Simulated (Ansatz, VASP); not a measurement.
# Two plane-wave programs on MgO

File POSCAR:

```
MgO
1.0
    0.0374105964      2.0975346636      2.0975346636
    2.0975346636      0.0374105964      2.0975346636
    2.0975346636      2.0975346636      0.0374105964
Mg O
1 1
Direct
    0.0000000000      0.0000000000      0.0000000000
    0.5000000000      0.5000000000      0.5000000000
```

The input INCAR.step1:

```
ALGO = Normal
EDIFF = 1E-5
ENCUT = 920
GGA = PE
GGA_COMPAT = F
ISMEAR = 0
LASPH = T
LCHARG = F
LREAL = F
LWAVE = T
NBANDS = 15
NELM = 120
PREC = Accurate
SIGMA = 0.01
```

File INCAR.step2:

```
ALGO = Normal
EDIFF = 1E-6
ENCUT = 920
GGA_COMPAT = F
ISIF = 2
ISMEAR = 0
ISTART = 1
LASPH = T
LCHARG = F
LMIXTAU = T
LREAL = F
LWAVE = F
METAGGA = R2SCAN
NBANDS = 15
NELM = 120
PREC = Accurate
SIGMA = 0.01
```

Contents of KPOINTS:

```
k-points
0
Gamma
  10 10 10
```

Input for Ansatz:

```yaml
crystal:
  lattice:
    - [0.0374105964, 2.0975346636, 2.0975346636]
    - [2.0975346636, 0.0374105964, 2.0975346636]
    - [2.0975346636, 2.0975346636, 0.0374105964]
  atoms:
    - { symbol: Mg, position: [0.0, 0.0, 0.0] }
    - { symbol: O, position: [0.5, 0.5, 0.5] }
kpoints:
  mp_grid: { grid: [10, 10, 10] }
  band_path:
    path:
      - [0.0, 0.0, 0.0]
      - [0.5, 0.0, 0.5]
      - [0.625, 0.25, 0.625]
      - [0.375, 0.375, 0.75]
      - [0.5, 0.5, 0.5]
      - [0.5, 0.25, 0.75]
    npoints: 1
hamiltonian:
  xc: r2scan
scf:
  occupations: { method: fixed }
  n_extra_bands: 4
output:
  forces: true
  stress: true
  eigenvalues: true
```

Change from the starting cell: epitaxial_111 strain -2.0%.

Alike in both runs: task single point; functional r2SCAN; k mesh 10 × 10 × 10; no spin polarisation.

```csv
,VASP,Ansatz
version,VASP 6.6.1,Ansatz 0.2.0
potentials or method,"VASP PAW PBE potentials, release 64 (Mg_sv, O)","plane waves, PAW"
plane-wave cutoff (eV),920,500
occupations,"gaussian, width 0.01 eV",fixed
valence electrons in the cell,16,16
```

```csv
,VASP,Ansatz,Ansatz less VASP
gap on the k mesh at the Fermi level (eV),5.96,5.95,-0.014
pressure (GPa),6.6,6.0,-0.56
"traceless stress, the component that is largest in VASP (GPa)",-2.95,-3.03,-0.078
```

VASP's potentials were made for PBE, not for r2SCAN.
